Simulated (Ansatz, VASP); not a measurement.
Y5AlN6: VASP beside Ansatz

```
Y Al N
1.0
     3.43486    0.00000    0.00000
     0.00000    3.43486    0.00000
     0.00000    0.00000   14.26062
Y Al N
5 1 6
Direct
  0.00000 0.00000 0.82694
  0.50000 0.50000 0.00000
  0.00000 0.00000 0.17306
  0.50000 0.50000 0.34718
  0.50000 0.50000 0.65282
  0.00000 0.00000 0.50000
  0.00000 0.00000 0.00000
  0.50000 0.50000 0.17176
  0.00000 0.00000 0.35267
  0.50000 0.50000 0.50000
  0.00000 0.00000 0.64733
  0.50000 0.50000 0.82824
```

Alike in both runs: functional PBE; k mesh 6 × 6 × 1; occupations gaussian, width 0.1 eV; no spin polarisation.

Ansatz relaxed the structure, and its values are those at the end. VASP's run is a single point on that final structure, the one shown.

|  | VASP | Ansatz |
| --- | --- | --- |
| version | VASP 6.6.1 | Ansatz 0.2.0 |
| potentials or method | VASP PAW PBE potentials, release 64 (Y_sv, Al, N), cutoff 520 eV | scalar-relativistic, plane waves, PAW |
| valence electrons in the cell | 88 | 88 |

|  | VASP | Ansatz | Ansatz less VASP |
| --- | --- | --- | --- |
| gap on the k mesh at the Fermi level (eV) | 0.21 | 0.21 | +0.002 |
| least direct gap on the mesh (eV) | 0.21 | 0.21 | +0.002 |
| pressure (GPa) | -0.4 | -0.2 | +0.17 |
| rms of the force components (eV/Å) | 0.010 | 0.011 | +0.0003 |

With one functional, cell and mesh, what is left measures potentials, basis and numerics.

The k mesh is coarse, so the values compare programs but aren't converged.
